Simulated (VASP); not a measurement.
A run of VASP 6.6.1:

The input POSCAR:

```
W
1.0
    0.0000000000      2.0300000000      1.9995500000
    2.0300000000      0.0000000000      1.9995500000
    2.0300000000      2.0300000000      0.0000000000
W
1
Direct
    0.0000000000      0.0000000000      0.0000000000
```

INCAR.step1

```
ALGO     = Normal         # electronic algorithm
EDIFF    = 1E-4           # SCF threshold, eV
ENCUT    = 520            # plane-wave cutoff, eV
GGA      = PE             # functional
ISMEAR   = 0              # smearing method
LASPH    = T              # aspherical terms in the spheres
LCHARG   = F              # write CHGCAR
LREAL    = F              # projectors in reciprocal space
LWAVE    = T              # write WAVECAR
NBANDS   = 13             # bands
NELM     = 60             # most SCF steps
PREC     = Accurate       # precision mode
SIGMA    = 0.15           # smearing width, eV
```

Contents of INCAR.step2:

```
ALGO     = Normal         # electronic algorithm
EDIFF    = 1E-6           # SCF threshold, eV
ENCUT    = 520            # plane-wave cutoff, eV
ISIF     = 2              # what is computed and relaxed
ISMEAR   = 0              # smearing method
ISTART   = 1            
LASPH    = T              # aspherical terms in the spheres
LCHARG   = F              # write CHGCAR
LMIXTAU  = T            
LREAL    = F              # projectors in reciprocal space
LWAVE    = F              # write WAVECAR
METAGGA  = R2SCAN         # meta-GGA
NBANDS   = 13             # bands
NELM     = 60             # most SCF steps
PREC     = Accurate       # precision mode
SIGMA    = 0.15           # smearing width, eV
```

File KPOINTS:

```
k-points
0
Gamma
  20 20 20
```

Potentials or basis: VASP PAW PBE potentials, release 64 (W_sv).

Run with:

```bash
$ cat potpaw_PBE.64/W_sv/POTCAR > POTCAR
$ cp INCAR.step1 INCAR
$ mpirun -np 1 vasp_std > vasp.out
$ cp INCAR.step2 INCAR
$ mpirun -np 1 vasp_std > vasp.out
```

Hardware: 1 thread of Intel(R) Xeon(R) Platinum 8124M CPU @ 3.00GHz (Skylake/Cascade Lake), with other jobs on the host.

Task: How long does it take, and how much memory?

Result: Run time: 4.4 min on 1 thread of Intel(R) Xeon(R) Platinum 8124M CPU @ 3.00GHz (Skylake/Cascade Lake), on a shared host, peak memory 0.25 GiB. Counts: k points 641.
